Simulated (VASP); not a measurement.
Wanted: the native input for a VASP 6.6.1 run.

| Quantity | Value |
| --- | --- |
| Task | single point |
| Functional | r2SCAN |
| Potentials or basis | VASP PAW PBE potentials, release 64 (Li_sv) |
| Cutoff | 520 eV |
| k mesh | 7 × 7 × 10 |
| Occupations | fermi-dirac, width 0.2 eV |
| Spin | no spin polarisation |
| Dipole correction | no |
| Further INCAR settings | ALGO = Normal; EDIFF = 1e-06; NBANDS = 12 |

Li:

```
CELL_PARAMETERS angstrom
4.98977 0.00000 0.00000
-2.49488 4.32127 0.00000
0.00000 0.00000 2.91272
ATOMIC_POSITIONS crystal
Li 0.00000 0.00000 0.00000
Li 0.66667 0.33333 0.50000
Li 0.33333 0.66667 0.50000
```

This isn't the form of Li at room conditions, which is bcc.

These files were run (other wordings do the same):

POSCAR

```
Li
1.0
    4.9897687132      0.0000000000      0.0000000000
   -2.4948843616      4.3212664701      0.0000000000
    0.0000000000      0.0000000000      2.9127188183
Li
3
Direct
    0.0000000000      0.0000000000      0.0000000000
    0.6666666667      0.3333333333      0.5000000000
    0.3333333333      0.6666666667      0.5000000000
```

INCAR.step1

```
ALGO = Normal
EDIFF = 1E-4
ENCUT = 520
GGA = PE
ISMEAR = -1
LASPH = True
LCHARG = False
LREAL = False
LWAVE = True
NBANDS = 12
NELM = 60
PREC = Accurate
SIGMA = 0.2
```

INCAR.step2

```
ALGO = Normal
EDIFF = 1E-6
ENCUT = 520
ISIF = 2
ISMEAR = -1
ISTART = 1
LASPH = True
LCHARG = False
LMIXTAU = True
LREAL = False
LWAVE = False
METAGGA = R2SCAN
NBANDS = 12
NELM = 60
PREC = Accurate
SIGMA = 0.2
```

KPOINTS

```
k-points
0
Gamma
  7 7 10
```

Potentials or basis: VASP PAW PBE potentials, release 64 (Li_sv).

Launch:

```console
$ cat potpaw_PBE.64/Li_sv/POTCAR > POTCAR
$ cp INCAR.step1 INCAR
$ mpirun -np 1 vasp_std > vasp.out
$ cp INCAR.step2 INCAR
$ mpirun -np 1 vasp_std > vasp.out
```

It gave:

```
Band gap on the k mesh : zero (an odd number of electrons rules out a gap without spin polarisation)
```

Wall time 5.5 min on 1 thread of Intel Xeon 8259CL (shared host), peak memory 0.2 GiB.
